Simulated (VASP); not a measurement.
A run of VASP 6.6.1:

The input INCAR:

```
  PREC = Accurate
  ENCUT = 520
  EDIFF = 1E-6
  ISMEAR = -1
  SIGMA = 0.05
  LREAL = False
  LASPH = True
  NELM = 80
  ALGO = Normal
  ISIF = 2
  LWAVE = False
  LCHARG = False
  GGA = B5
  ALDAX = 1.0
  AGGAX = 1.0
  AGGAC = 1.0
  ALDAC = 0.0
  IVDW = 13
  VDW_S6 = 1.0
  VDW_S8 = 2.34076671
  VDW_A1 = 0.44488865
  VDW_A2 = 4.0933009
  NBANDS = 13
```

The input KPOINTS:

```
regular mesh
0
Gamma
  12 12 12
```

The input POSCAR:

```
W
1.0
   -1.5500431812      1.5500431812      1.5500431812
    1.5500431812     -1.5500431812      1.5500431812
    1.5500431812      1.5500431812     -1.5500431812
W
1
Direct
    0.0000000000      0.0000000000      0.0000000000
```

Potentials or basis: VASP PAW PBE potentials, release 64 (W_sv).

Run with:

```console
$ cat potpaw_PBE.64/W_sv/POTCAR > POTCAR
$ mpirun -np 1 vasp_std > vasp.out
```

Hardware: 1 thread of Intel(R) Xeon(R) Platinum 8559C (Emerald Rapids) (shared host).

**Question.** Estimate the wall time of this run.

**Answer.** It took 8.9 s on 1 thread of Intel(R) Xeon(R) Platinum 8559C (Emerald Rapids), with other jobs on the host, peak memory 0.13 GiB. Counts: scf iterations 11, k points 72.
